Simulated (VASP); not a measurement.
# TiO2 (I4/m) in VASP: a series of runs

The runs below take TiO2 through single point, with PBE.

Everything below comes from runs of VASP 6.6.1. Logs are shortened: lines on timing, memory, paths and dates and some standing lists are left out, and cuts for length are marked.

### 1 The cell of the first run

The structure is tetragonal, space group I4/m (No. 87). The conventional cell has a = 8.702 Å, b = 8.702 Å, c = 3.775 Å, α = 90.00°, β = 90.00°, γ = 90.00°. Ti (site symmetry m) has 6 O at 1.80 to 2.26 Å within 2.4 Å. O (site symmetry m) has 4 Ti at 1.95 to 2.26 Å and 5 O at 2.62 to 2.65 Å within 2.7 Å. Within 2.4 Å of O (site symmetry m) lie 2 Ti at 1.80 to 1.81 Å.

### 2 Single point, PBE

INCAR

```
  ALGO = Normal
  EDIFF = 1E-6
  ENCUT = 520
  GGA = PE
  ISIF = 2
  ISMEAR = -1
  LASPH = True
  LCHARG = False
  LREAL = False
  LWAVE = False
  NBANDS = 60
  NELM = 100
  PREC = Accurate
  SIGMA = 0.05
```

KPOINTS

```
k-points
0
Gamma
  3 3 3
```

POSCAR

```
TiO2
1.0
   -4.3507577183      4.3507577183      1.8875555959
    4.3507577183     -4.3507577183      1.8875555959
    4.3507577183      4.3507577183     -1.8875555959
Ti O
4 8
Direct
    0.2922817050      0.9971447550      0.2894264600
    0.0028552450      0.2922817050      0.2951369500
    0.9971447550      0.7077182950      0.7048630500
    0.7077182950      0.0028552450      0.7105735400
    0.4988638250      0.8492152850      0.3480791100
    0.1616620200      0.1596026000      0.3212646200
    0.1507847150      0.4988638250      0.6496485400
    0.1596026000      0.8383379800      0.9979405800
    0.8403974000      0.1616620200      0.0020594200
    0.8492152850      0.5011361750      0.3503514600
    0.8383379800      0.8403974000      0.6787353800
    0.5011361750      0.1507847150      0.6519208900
```

Potentials or basis: VASP PAW PBE potentials, release 64 (Ti_sv, O).

Launch:

```bash
> cat potpaw_PBE.64/Ti_sv/POTCAR potpaw_PBE.64/O/POTCAR > POTCAR
> mpirun -np 1 vasp_std > vasp.out
```

OUTCAR:

```text
EDIFF = 1E-6
   ENCUT = 520
   GGA = PE
   ISIF = 2
   ISMEAR = -1
   LASPH = True
   LREAL = False
   NELM = 100
   PREC = Accurate

 ion  position               nearest neighbor table
   1  0.292  0.997  0.289-   8 1.80   6 1.81  10 1.95  10 1.95   5 2.21  12 2.26
   2  0.003  0.292  0.295-   6 1.80   9 1.81   5 1.95   5 1.95   7 2.21  10 2.26
   3  0.997  0.708  0.705-  11 1.80   8 1.81  12 1.95  12 1.95  10 2.21   7 2.26
   4  0.708  0.003  0.711-   9 1.80  11 1.81   7 1.95   7 1.95  12 2.21   5 2.26
   5  0.499  0.849  0.348-   2 1.95   2 1.95   1 2.21   4 2.26
   6  0.162  0.160  0.321-   2 1.80   1 1.81
   7  0.151  0.499  0.650-   4 1.95   4 1.95   2 2.21   3 2.26
   8  0.160  0.838  0.998-   1 1.80   3 1.81
   9  0.840  0.162  0.002-   4 1.80   2 1.81
  10  0.849  0.501  0.350-   1 1.95   1 1.95   3 2.21   2 2.26
  11  0.838  0.840  0.679-   3 1.80   4 1.81
  12  0.501  0.151  0.652-   3 1.95   3 1.95   4 2.21   1 2.26

  LATTYP: Found a body centered tetragonal cell.
 ALAT       =     8.7015154366
 C/A-ratio  =     0.4338452560

  Lattice vectors:

 A1 = (  -4.3507577183,   4.3507577183,   1.8875555959)
 A2 = (   4.3507577183,  -4.3507577183,   1.8875555959)
 A3 = (   4.3507577183,   4.3507577183,  -1.8875555959)

Analysis of symmetry for initial positions (statically):
=====================================================================
 Subroutine PRICEL returns:
 Original cell was already a primitive cell.

 Routine SETGRP: Setting up the symmetry group for a
 body centered tetragonal supercell.

 Subroutine GETGRP returns: Found  8 space group operations
 (whereof  8 operations were pure point group operations)
 out of a pool of 16 trial point group operations.

The static configuration has the point symmetry C_4h.

Analysis of symmetry for dynamics (positions and initial velocities):
=====================================================================
 Subroutine PRICEL returns:
 Original cell was already a primitive cell.

 Routine SETGRP: Setting up the symmetry group for a
 body centered tetragonal supercell.

 Subroutine GETGRP returns: Found  8 space group operations
 (whereof  8 operations were pure point group operations)
 out of a pool of 16 trial point group operations.

The dynamic configuration has the point symmetry C_4h.

 Subroutine INISYM returns: Found  8 space group operations
 (whereof  8 operations are pure point group operations),
 and found     1 'primitive' translations

----------------------------------------------------------------------------------------

                                     Primitive cell

  volume of cell :     142.9189

  direct lattice vectors                    reciprocal lattice vectors
    -4.350757718  4.350757718  1.887555596     0.000000000  0.114922511  0.264892860
     4.350757718 -4.350757718  1.887555596     0.114922511  0.000000000  0.264892860
     4.350757718  4.350757718 -1.887555596     0.114922511  0.114922511  0.000000000

  length of vectors
     6.435918860  6.435918860  6.435918860     0.288748005  0.288748005  0.162524973

  position of ions in fractional coordinates (direct lattice)
     0.292281705  0.997144755  0.289426460
     0.002855245  0.292281705  0.295136950
     0.997144755  0.707718295  0.704863050
     0.707718295  0.002855245  0.710573540
     0.498863825  0.849215285  0.348079110
     0.161662020  0.159602600  0.321264620
     0.150784715  0.498863825  0.649648540
     0.159602600  0.838337980  0.997940580
     0.840397400  0.161662020  0.002059420
     0.849215285  0.501136175  0.350351460
     0.838337980  0.840397400  0.678735380
     0.501136175  0.150784715  0.651920890

  ion indices of the primitive-cell ions
   primitive index   ion index
                 1           1
                 2           2
                 3           3
                 4           4
                 5           5
                 6           6
                 7           7
                 8           8
                 9           9
                10          10
                11          11
                12          12

----------------------------------------------------------------------------------------

 KPOINTS: k-points

Automatic generation of k-mesh.
 Grid dimensions read from file:
 generate k-points for:    3    3    3

 Generating k-lattice:

  Cartesian coordinates                     Fractional coordinates (reciprocal lattice)
     0.000000000  0.038307504  0.088297620     0.333333333  0.000000000  0.000000000
     0.038307504  0.000000000  0.088297620     0.000000000  0.333333333  0.000000000
     0.038307504  0.038307504  0.000000000     0.000000000  0.000000000  0.333333333

  Length of vectors
     0.096249335  0.096249335  0.054174991

  Shift w.r.t. Gamma in fractional coordinates (k-lattice)
     0.000000000  0.000000000  0.000000000

 Subroutine IBZKPT returns following result:
 ===========================================

 Found      6 irreducible k-points:

 Following reciprocal coordinates:
            Coordinates               Weight
  0.000000  0.000000  0.000000      1.000000
  0.333333  0.000000  0.000000      8.000000
  0.333333  0.333333  0.000000      8.000000
 -0.333333  0.333333  0.000000      4.000000
 -0.333333  0.333333  0.333333      4.000000
 -0.333333 -0.333333  0.333333      2.000000
   k-points           NKPTS =      6   k-points in BZ     NKDIM =      6   number of bands    NBANDS=     60
   number of dos      NEDOS =    301   number of ions     NIONS =     12
   total plane-waves  NPLWV = 110592
   dimension x,y,z NGX =    48 NGY =   48 NGZ =   48
   dimension x,y,z NGXF=    96 NGYF=   96 NGZF=   96
   ions per type =               4   8
   NGX,Y,Z   is equivalent  to a cutoff of  12.40, 12.40, 12.40 a.u.
   NGXF,Y,Z  is equivalent  to a cutoff of  24.80, 24.80, 24.80 a.u.
 SYSTEM =  unknown system
   PREC   = accura    normal or accurate (medium, high low for compatibility)
   ISTART =      0    job   : 0-new  1-cont  2-samecut
   ICHARG =      2    charge: 1-file 2-atom 10-const
   ISPIN  =      1    spin polarized calculation?
   LNONCOLLINEAR =      F non collinear calculations
   LSORBIT =      F    spin-orbit coupling
   LASPH  =      T    aspherical Exc in radial PAW
   ENCUT  =  520.0 eV  38.22 Ry    6.18 a.u.  11.97 11.97 11.97*2*pi/ulx,y,z
   NELM   =    100;   NELMIN=  2; NELMDL= -5     # of ELM steps
   EDIFF  = 0.1E-05   stopping-criterion for ELM
   LREAL  =      F    real-space projection
   EDIFFG = 0.1E-04   stopping-criterion for IOM
   NSW    =      0    number of steps for IOM
   IBRION =     -1    ionic relax: 0-MD 1-quasi-New 2-CG
   NFREE  =      0    steps in history (QN), initial steepest desc. (CG)
   ISIF   =      2    stress and relaxation
   ISYM   =      2    0-nonsym 1-usesym 2-fastsym
   POTIM  = 0.5000    time-step for ionic-motion
   TEBEG  =    0.0;   TEEND  =   0.0 temperature during run
   PSTRESS=    0.0 pullay stress
   NELECT =      96.0000    total number of electrons
   NUPDOWN=      -1.0000    fix difference up-down
   EMIN   =  10.00;   EMAX   =-10.00  energy-range for DOS
   EFERMI =   0.00;   METHOD = LEGACY
   ISMEAR =    -1;   SIGMA  =   0.05  broadening in eV -4-tet -1-fermi 0-gaus
   EFERMI_NEDOS =   21; number of points for ismear=-14 and -15
   IALGO  =     38    algorithm
   IMIX   =      4    mixing-type and parameters
     AMIX     =   0.40;   BMIX     =  1.00
     AMIX_MAG =   1.60;   BMIX_MAG =  1.00
  volume/ion in A,a.u.               =      11.91        80.37
  Fermi-wavevector in a.u.,A,eV,Ry     =   1.433734  2.709365 27.968062  2.055595
  Thomas-Fermi vector in A             =   2.553220
   LORBIT       =      0    0 simple, 1 ext, 2 COOP (PROOUT), +10 PAW based schemes
   GGA     = PE    functional components
   LHFCALC =     F    Hartree Fock is set to
   AEXX    =    0.0000 exact exchange contribution
   IVDW    =     0    specifies the selected vdW correction
   LEPSILON=     F    determine dielectric tensor
   LRPA    =     F    only Hartree local field effects (RPA)
 non-spin polarized calculation
  energy-cutoff  :      520.00
  volume of cell :      142.92
 maximum number of plane-waves:      3875
   NGX = 23   NGY = 23   NGZ = 23

 number of electron      95.9999988 magnetization

 Free energy of the ion-electron system (eV)
  ---------------------------------------------------
  ext. energy  EPLUGINS =         0.00000000
  ---------------------------------------------------
  free energy    TOTEN  =      -107.30074195 eV

  energy without entropy =     -107.30074194  energy(sigma->0) =     -107.30074194

 E-fermi :   3.8250     XC(G=0): -10.4177

 val. band max:        2.8647417825   @ k =  -0.3333   0.3333   0.3333
 cond. band min:       4.6889847394   @ k =   0.0000   0.0000   0.0000
 fundamental gap:      1.8242429569
 Fermi energy:         3.8249802512

 k-point     1 :       0.0000    0.0000    0.0000
  band No.  band energies     occupation
      1     -53.3176      2.00000
      2     -53.2980      2.00000
      3     -53.2980      2.00000
      4     -53.2816      2.00000
      5     -29.7426      2.00000
      6     -29.7231      2.00000
[... 52 lines left out ...]
     59       7.7263      0.00000
     60       7.8108      0.00000

 k-point     2 :       0.3333    0.0000    0.0000
  band No.  band energies     occupation
      1     -53.3070      2.00000
      2     -53.2964      2.00000
      3     -53.2963      2.00000
      4     -53.2885      2.00000
      5     -29.7210      2.00000
      6     -29.7185      2.00000
[... 52 lines left out ...]
     59       7.6155      0.00000
     60       7.8012      0.00000

 k-point     3 :       0.3333    0.3333    0.0000
  band No.  band energies     occupation
      1     -53.3051      2.00000
      2     -53.2983      2.00000
      3     -53.2944      2.00000
      4     -53.2905      2.00000
      5     -29.7226      2.00000
      6     -29.7102      2.00000
[... 52 lines left out ...]
     59       7.5407      0.00000
     60       7.7448      0.00000

 k-point     4 :      -0.3333    0.3333    0.0000
  band No.  band energies     occupation
      1     -53.3158      2.00000
      2     -53.2998      2.00000
      3     -53.2963      2.00000
      4     -53.2833      2.00000
      5     -29.7313      2.00000
      6     -29.7138      2.00000
[... 52 lines left out ...]
     59       7.7478      0.00000
     60       7.9160      0.00000

 k-point     5 :      -0.3333    0.3333    0.3333
  band No.  band energies     occupation
      1     -53.3140      2.00000
      2     -53.2981      2.00000
      3     -53.2981      2.00000
      4     -53.2851      2.00000
      5     -29.6932      2.00000
      6     -29.6830      2.00000
[... 52 lines left out ...]
     59       7.7464      0.00000
     60       7.9757      0.00000

 k-point     6 :      -0.3333   -0.3333    0.3333
  band No.  band energies     occupation
      1     -53.3031      2.00000
      2     -53.2963      2.00000
      3     -53.2963      2.00000
      4     -53.2925      2.00000
      5     -29.6896      2.00000
      6     -29.6896      2.00000
[... 52 lines left out ...]
     59       7.3388      0.00000
     60       7.7684      0.00000

------------------------ aborting loop because EDIFF is reached ----------------------------------------

  FORCE on cell =-STRESS in cart. coord.  units (eV):
  Direction    XX          YY          ZZ          XY          YZ          ZX
  --------------------------------------------------------------------------------------
  -------------------------------------------------------------------------------------
  Total        3.3386339      3.3386339      3.4701744      0.0000006      0.0000000      0.0000000
  in kB       37.4274154     37.4274154     38.9020368      0.0000063      0.0000000      0.0000000
  external PRESSURE =      37.9189559 kB  Pullay stress =       0.0000000 kB

 VOLUME and BASIS-vectors are now :
 -----------------------------------------------------------------------------
  energy-cutoff  :      520.00
  volume of cell :      142.92
      direct lattice vectors                 reciprocal lattice vectors
    -4.350757718  4.350757718  1.887555596     0.000000000  0.114922511  0.264892860
     4.350757718 -4.350757718  1.887555596     0.114922511  0.000000000  0.264892860
     4.350757718  4.350757718 -1.887555596     0.114922511  0.114922511  0.000000000

 POSITION                                       TOTAL-FORCE (eV/Angst)
 -----------------------------------------------------------------------------------
      4.32591     -1.80746      1.88756        -0.027951     -0.043858     -0.000000
      2.54329      0.02484      0.00000        -0.043858      0.027951     -0.000000
      1.80746      4.32591      1.88756         0.043858     -0.027951      0.000000
      0.02484      6.15822      0.00000         0.027951      0.043858      0.000000
      3.03870     -0.00989      1.88756        -0.165016      0.001372     -0.000000
      1.38878      1.40670     -0.00000         0.011886     -0.039314      0.000000
      4.34087      1.31206      0.00000         0.001372      0.165016     -0.000000
      7.29481      1.38878      0.00000         0.039314      0.011886      0.000000
     -2.94405      2.96197      1.88756        -0.039314     -0.011886     -0.000000
      0.00989      3.03870      1.88756        -0.001372     -0.165016      0.000000
      2.96197      2.94405      1.88756        -0.011886      0.039314     -0.000000
      1.31206      4.36064      0.00000         0.165016     -0.001372      0.000000
 -----------------------------------------------------------------------------------
    total drift:                               -0.000000     -0.000000      0.000000

  FREE ENERGIE OF THE ION-ELECTRON SYSTEM (eV)
  ---------------------------------------------------
  free  energy   TOTEN  =      -107.3007419468 eV

  energy  without entropy=     -107.3007419423  energy(sigma->0) =     -107.30074194
```

Wall time 2.8 min (1 thread of Intel Xeon 8259CL, shared host); peak memory 0.32 GiB.

Results:

```yaml
Free_energy: -107.3007 eV
Pressure: 3.8 GPa
Largest_force: 0.165 eV/Å
Band_gap_on_the_k_mesh: 1.82 eV (least direct gap 2.31 eV)
```

Forces on the atoms (eV/Å):
```
Ti  -0.028 -0.044  0.000
Ti  -0.044  0.028  0.000
Ti   0.044 -0.028  0.000
Ti   0.028  0.044  0.000
O   -0.165  0.001  0.000
O    0.012 -0.039  0.000
O    0.001  0.165  0.000
O    0.039  0.012  0.000
O   -0.039 -0.012  0.000
O   -0.001 -0.165  0.000
O   -0.012  0.039  0.000
O    0.165 -0.001  0.000
```

Stress tensor (GPa, compression positive):
```
3.74 0.00 0.00
0.00 3.74 0.00
0.00 0.00 3.89
```

Levels at points of the mesh, in eV from the valence-band top:
```csv
k point,band 46,band 47,band 48,band 49,band 50,band 51
"(0.00, 0.00, 0.00)",-0.74,-0.72,-0.49,1.82,3.23,3.23
```

Caveat: the k points lie up to 0.60 Å⁻¹ apart; an odd mesh through Γ misses points on the zone boundary, where band edges can lie.

### 3 Single point, PBE

INCAR

```
PREC = Accurate
ENCUT = 520
EDIFF = 1E-6
ISMEAR = -1
SIGMA = 0.05
LREAL = False
LASPH = True
NELM = 80
ALGO = Normal
ISIF = 2
LWAVE = False
LCHARG = False
GGA = PE
NBANDS = 60
```

KPOINTS

```
regular mesh
0
Gamma
  6 6 6
```

POSCAR is that of step 2.

Potentials or basis: VASP PAW PBE potentials, release 64 (Ti_sv, O).

Launch:

```bash
> cat potpaw_PBE.64/Ti_sv/POTCAR potpaw_PBE.64/O/POTCAR > POTCAR
> mpirun -np 1 vasp_std > vasp.out
```

Run time: 8.2 min. Hardware: 1 thread of Intel Xeon Platinum 8259CL at 2.50GHz (Skylake/Cascade Lake), shared host; peak memory 0.45 GiB.

Results (log left out):

| Item | Value |
| --- | --- |
| Free energy | -107.2911 eV |
| Pressure | 3.8 GPa |
| Largest force | 0.111 eV/Å |
| Band gap on the k mesh | 1.62 eV (least direct gap 2.31 eV) |

Forces on the atoms (eV/Å):
```
Ti  -0.021 -0.109  0.000
Ti  -0.109  0.021  0.000
Ti   0.109 -0.021  0.000
Ti   0.021  0.109  0.000
O   -0.086  0.011  0.000
O    0.010 -0.044  0.000
O    0.011  0.086  0.000
O    0.044  0.010  0.000
O   -0.044 -0.010  0.000
O   -0.011 -0.086  0.000
O   -0.010  0.044  0.000
O    0.086 -0.011  0.000
```

Stress tensor (GPa, compression positive):
```
3.76 0.00 0.00
0.00 3.76 0.00
0.00 0.00 3.95
```

Levels at points of the mesh, in eV from the valence-band top:
```tsv
k point	band 46	band 47	band 48	band 49	band 50	band 51
(0.00, 0.00, 0.00)	-0.93	-0.92	-0.69	1.62	3.03	3.03
(0.50, 0.00, 0.00)	-0.72	-0.68	-0.36	2.83	3.18	3.25
(0.50, 0.50, 0.00)	-0.94	-0.92	-0.66	2.29	2.53	2.74
(0.50, 0.50, 0.50)	-1.14	-1.14	0.00	2.86	2.86	2.92
```

Caveat: the cell stands under pressure.
